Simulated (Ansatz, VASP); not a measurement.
HPt6: VASP beside Ansatz

INCAR

```
PREC = Accurate
ENCUT = 520
EDIFF = 1E-7
ISMEAR = 0
SIGMA = 0.1
LREAL = False
LASPH = True
NELM = 60
ALGO = Normal
ISIF = 2
LWAVE = False
LCHARG = False
LDIPOL = True
IDIPOL = 3
DIPOL = 0.5 0.5 0.289
GGA = PE
NBANDS = 74
```

File KPOINTS:

```
Automatic mesh
0
Gamma
  5 5 1
```

POSCAR

```
HPt6
1.0
    5.6143281343      0.0000000000      0.0000000000
    0.0000000000      5.6143281343      0.0000000000
    0.0000000000      0.0000000000     21.8513792319
Pt H
12 2
Direct
    0.2500000000      0.2500000000      0.1830548066
    0.2500000000      0.7500000000      0.1830548066
    0.7500000000      0.2500000000      0.1830548066
    0.7500000000      0.7500000000      0.1830548066
    0.0000000000      0.0000000000      0.2712126041
    0.0000000000      0.5000000000      0.2712126041
    0.5000000000      0.0000000000      0.2712126041
    0.5000000000      0.5000000000      0.2712126041
    0.2500000000      0.2500000000      0.3593081768
    0.2500000000      0.7500000000      0.3593081768
    0.7500000000      0.2500000000      0.3593081768
    0.7500000000      0.7500000000      0.3593081768
   -0.1331414877      0.0000000000      0.3945462271
    0.1331414877      0.0000000000      0.3945462271
```

Input for Ansatz:

```yaml
crystal:
  lattice:
    - [5.6143281343, 0.0, 0.0]
    - [0.0, 5.6143281343, 0.0]
    - [0.0, 0.0, 21.8513792319]
  atoms:
    - { symbol: Pt, position: [0.25, 0.25, 0.1830548066] }
    - { symbol: Pt, position: [0.25, 0.75, 0.1830548066] }
    - { symbol: Pt, position: [0.75, 0.25, 0.1830548066] }
    - { symbol: Pt, position: [0.75, 0.75, 0.1830548066] }
    - { symbol: Pt, position: [0.0, 0.0, 0.2712126041] }
    - { symbol: Pt, position: [0.0, 0.5, 0.2712126041] }
    - { symbol: Pt, position: [0.5, 0.0, 0.2712126041] }
    - { symbol: Pt, position: [0.5, 0.5, 0.2712126041] }
    - { symbol: Pt, position: [0.25, 0.25, 0.3593081768] }
    - { symbol: Pt, position: [0.25, 0.75, 0.3593081768] }
    - { symbol: Pt, position: [0.75, 0.25, 0.3593081768] }
    - { symbol: Pt, position: [0.75, 0.75, 0.3593081768] }
    - { symbol: H, position: [-0.1331414877, 0.0, 0.3945462271] }
    - { symbol: H, position: [0.1331414877, 0.0, 0.3945462271] }
basis:
  ecutwfc: 420
kpoints:
  mp_grid: { grid: [5, 5, 1] }
hamiltonian:
  xc: pbe
  pseudopotentials: { kind: paw, azcp: { folder: soft_1 } }
scf:
  occupations: { method: gaussian, width: 0.1 }
output:
  forces: true
  eigenvalues: true
efield:
  axis: 3
  dipole_correction: true
  ramp_width: 0.04
```

Alike in both runs: task single point; functional PBE; k mesh 5 × 5 × 1; occupations gaussian, width 0.1 eV; no spin polarisation.

```csv
,VASP,Ansatz
version,VASP 6.6.1,Ansatz 0.2.0
potentials or method,"VASP PAW PBE potentials, release 64 (Pt, H), cutoff 520 eV","scalar-relativistic, plane waves, PAW"
valence electrons in the cell,122,218
```

|  | VASP | Ansatz | Ansatz less VASP |
| --- | --- | --- | --- |
| gap on the k mesh at the Fermi level (eV) | none | none | - |
| rms of the force components (eV/Å) | 0.315 | 0.315 | -0.0004 |

Atom by atom the forces differ by 0.013 eV/Å (rms over components). A gap of «none» marks a metal or a gap that the smearing closes. The functional is the same, so the differences come from potentials, cutoffs and numerics. VASP's potentials hold 122 valence electrons a cell and Ansatz's 218, so a difference there can come from the potentials and not from the codes.

Neither program's run includes spin-orbit coupling.
